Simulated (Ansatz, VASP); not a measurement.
# Ni in VASP and in Ansatz

```
CELL_PARAMETERS angstrom
-1.75931 1.75931 0.00000
0.00000 0.00000 3.51862
1.75931 1.75931 0.00000
ATOMIC_POSITIONS crystal
Ni 0.00000 0.00000 0.00000
Ni 0.50000 0.50000 0.50000
```

Alike in both runs: task single point; functional PBE; k mesh 15 × 10 × 15; occupations fermi-dirac, width 0.05 eV; collinear spin.

|  | VASP | Ansatz |
| --- | --- | --- |
| version | VASP 6.6.1 | Ansatz 0.2.0 |
| potentials or method | VASP PAW PBE potentials, release 64 (Ni), cutoff 520 eV | all-electron LAPW, scalar-relativistic |

Ansatz gave:

* pressure (GPa): 0.0
* traceless stress, the component that is largest in VASP (GPa): -0.02
* net moment per atom (μB): 0.65
* size of the moment on the site where the two differ most (μB): 0.67

Question: Which values does VASP return?

Answer: Pressure (GPa): 0.0; traceless stress, the component that is largest in VASP (GPa): -0.06; net moment per atom (μB): 0.64; size of the moment on the site where the two differ most (μB): 0.65.

Site moments also hang on the region over which each program counts them. Ansatz ran all-electron here, and VASP with PAW potentials.
